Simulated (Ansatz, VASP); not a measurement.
# One calculation of TaS2, two programs

File INCAR:

```
SYSTEM = TaS2
ALGO = Normal
EDIFF = 1E-8
ENCUT = 400
GGA = PE
GGA_COMPAT = .False.
ISIF = 2
ISMEAR = -1
LASPH = .True.
LCHARG = .False.
LEFG = .True.
LREAL = .False.
LWAVE = .False.
NBANDS = 18
NELM = 120
PREC = Accurate
SIGMA = 0.03
```

File KPOINTS:

```
k-points
0
Gamma
  9 9 5
  0 0 0
```

POSCAR

```
TaS2
1.0
    3.2495020570      0.0000000000      0.0000000000
   -1.6247510285      2.8141513310      0.0000000000
    0.0000000000      0.0000000000      5.8600000000
Ta S
1 2
Direct
    0.0000000000      0.0000000000      0.0000000000
    0.3333333333      0.6666666667      0.2500000000
    0.6666666667      0.3333333333      0.7500000000
```

Input for Ansatz:

```yaml
crystal:
  lattice:
    - [3.249502057, 0.0, 0.0]
    - [-1.6247510285, 2.814151331, 0.0]
    - [0.0, 0.0, 5.86]
  atoms:
    - { symbol: Ta, position: [0.0, 0.0, 0.0] }
    - { symbol: S, position: [0.3333333333, 0.6666666667, 0.25] }
    - { symbol: S, position: [0.6666666667, 0.3333333333, 0.75] }
kpoints:
  mp_grid: { grid: [9, 9, 5] }
scf:
  occupations: { method: fermi_dirac, width: 0.03 }
hamiltonian:
  xc: pbe
  pseudopotentials: { kind: all_electron, datasets: crystal }
output:
  forces: true
  stress: true
  eigenvalues: true
  efg: { contact_densities: true }
```

Change from the starting cell: equal xx and yy strain of -3 %, crystal datasets.

Alike in both runs: task electric field gradients; functional PBE; k mesh 9 × 9 × 5; occupations fermi-dirac, width 0.03 eV; no spin polarisation.

|  | VASP | Ansatz |
| --- | --- | --- |
| version | VASP 6.6.1 | Ansatz 0.2.0 |
| potentials or method | VASP PAW PBE potentials, release 64 (Ta_pv, S), cutoff 400 eV | all-electron PAW with datasets made for the crystal, scalar-relativistic |

Ansatz gave:

- pressure (GPa): 20.0
- traceless stress, the component that is largest in VASP (GPa): 1.50
- rms of the force components (eV/Å): 1.028
- size of Vzz on the site where it differs most (V/Å²): 182.8

Question: Which values does VASP return?

Answer: Pressure (GPa): 20.1; traceless stress, the component that is largest in VASP (GPa): 1.56; rms of the force components (eV/Å): 1.041; size of Vzz on the site where it differs most (V/Å²): 151.6.

Atom by atom the forces differ by 0.013 eV/Å (rms over components). Ansatz ran all-electron here, and VASP with PAW potentials.

Neither program's run includes spin-orbit coupling.
